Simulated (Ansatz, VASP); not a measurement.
# Ni in VASP and in Ansatz

Contents of INCAR:

```
ALGO = Normal
EDIFF = 1E-6
ENCUT = 520
GGA = PS
ISIF = 2
ISMEAR = -1
LASPH = True
LCHARG = False
LREAL = False
LWAVE = False
NBANDS = 11
NELM = 80
PREC = Accurate
SIGMA = 0.1
```

The input KPOINTS:

```
k-points
0
Gamma
  15 15 15
```

Contents of POSCAR:

```
Ni
1.0
    2.2868679032      0.0000000000      0.0000000000
    0.0000000000      2.2868679032      0.0000000000
    0.0000000000      0.0000000000      2.2868679032
Ni
1
Direct
    0.0000000000      0.0000000000      0.0000000000
```

Input for Ansatz:

```yaml
crystal:
  lattice:
    - [2.2868679032, 0.0, 0.0]
    - [0.0, 2.2868679032, 0.0]
    - [0.0, 0.0, 2.2868679032]
  atoms:
    - { symbol: Ni, position: [0.0, 0.0, 0.0] }
hamiltonian:
  xc: pbesol
  pseudopotentials:
    kind: paw
    azcp:
      Ni: "pseudopotentials/Ni.paw.azcp"
basis:
  ecutwfc: 420
  fft_grid_basis: typed
kpoints:
  mp_grid: { grid: [15, 15, 15], shift: [0, 0, 0] }
magnetization:
  spin_polarized: false
scf:
  occupations: { method: fermi_dirac, width: 0.1 }
  lower_state_search: "off"
output:
  stress: true
```

Alike in both runs: task single point; functional PBEsol; k mesh 15 × 15 × 15; occupations fermi-dirac, width 0.1 eV; no spin polarisation.

|  | VASP | Ansatz |
| --- | --- | --- |
| version | VASP 6.6.1 | Ansatz 0.2.0 |
| potentials or method | VASP PAW PBE potentials, release 64 (Ni), cutoff 520 eV | plane waves (420 eV) with PAW, scalar-relativistic |
| valence electrons in the cell | 10 | 18 |

|  | VASP | Ansatz | Ansatz less VASP |
| --- | --- | --- | --- |
| pressure (GPa) | -0.1 | -0.1 | +0.02 |

VASP's potentials were made for PBE, not for PBEsol, and Ansatz warns of the same on its side. VASP's potentials hold 10 valence electrons a cell and Ansatz's 18, so a difference there can come from the potentials and not from the codes.
